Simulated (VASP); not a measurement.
Here is a VASP 6.6.1 calculation.

The input INCAR:

```
PREC = Accurate
ENCUT = 520
EDIFF = 1E-7
ISMEAR = 0
SIGMA = 0.01
LREAL = F
LASPH = T
NELM = 80
ALGO = Normal
ISIF = 2
LWAVE = F
LCHARG = T
GGA = PE
LELF = T
LVHAR = T
NBANDS = 36
```

KPOINTS

```
Automatic mesh
0
Gamma
  18 18 2
```

Contents of POSCAR:

```
C
1.0
    2.3925207705      0.0000000000      0.0000000000
   -1.1962603853      2.0719837664      0.0000000000
    0.0000000000      0.0000000000     26.1900901931
C
12
Direct
    0.0000000000      0.0000000000      0.9174579243
    0.3333333333      0.6666666667      0.9174564763
    0.0000000000      0.0000000000      0.7492101904
    0.3333333333      0.6666666667      0.7492087424
    0.6666666667      0.3333333333      0.2507912576
    0.0000000000      0.0000000000      0.2507898096
    0.6666666667      0.3333333333      0.0825435237
    0.0000000000      0.0000000000      0.0825420757
    0.3333333333      0.6666666667      0.5841245909
    0.6666666667      0.3333333333      0.5841231429
    0.3333333333      0.6666666667      0.4158768571
    0.6666666667      0.3333333333      0.4158754091
```

Potentials or basis: VASP PAW PBE potentials, release 64 (C).

The run is started by

```console
$ cat potpaw_PBE.64/C/POTCAR > POTCAR
$ mpirun -np 1 vasp_std > vasp.out
```

Estimate the pressure.

22.4 GPa.

Stress tensor (GPa, compression positive):
```
33.62  0.00  0.00
 0.00 33.62  0.00
 0.00  0.00 -0.09
```

Caveat: the cell differs from its parent crystal (biaxial strain in the a-b plane: -3.0 %); the stress differs along the axes, from -0 to 34 GPa; this functional lacks dispersion, which binds layers or chains, so the pressure and a relaxed spacing across them are unreliable.
